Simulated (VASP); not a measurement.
Zr, 1 atom in the cell. It takes space group Fm-3m (No. 225, cubic). Conventional cell: a = 4.529 Å, b = 4.529 Å, c = 4.529 Å, α = 90.00°, β = 90.00°, γ = 90.00°. Zr (site symmetry m-3m) has 12 Zr at 3.20 Å within 4.2 Å. 

| Property | Result |
| --- | --- |
| Program | VASP 6.6.1 |
| Task | single point |
| Functional | PBE |
| Potentials or basis | VASP PAW PBE potentials, release 64 (Zr_sv) |
| Cutoff | 500 eV |
| k mesh | 4 × 4 × 4 |
| Occupations | fermi-dirac, width 0.1 eV |
| Spin | no spin polarisation |
| Dipole correction | no |
| Further INCAR settings | ALGO = Normal; EDIFF = 1e-06; NBANDS = 12 |

Potentials or basis: VASP PAW PBE potentials, release 64 (Zr_sv).

Run with:

```console
$ cat potpaw_PBE.64/Zr_sv/POTCAR > POTCAR
$ mpirun -np 1 vasp_std > vasp.out
```

Hardware: 1 thread of Intel Xeon 6975P-C, on a shared host.

Problem. How long does it take, and how much memory?

Solution. It took 3 s on 1 thread of Intel Xeon 6975P-C, on a shared host, peak memory 0.13 GiB. Counts: scf iterations 12, k points 8.
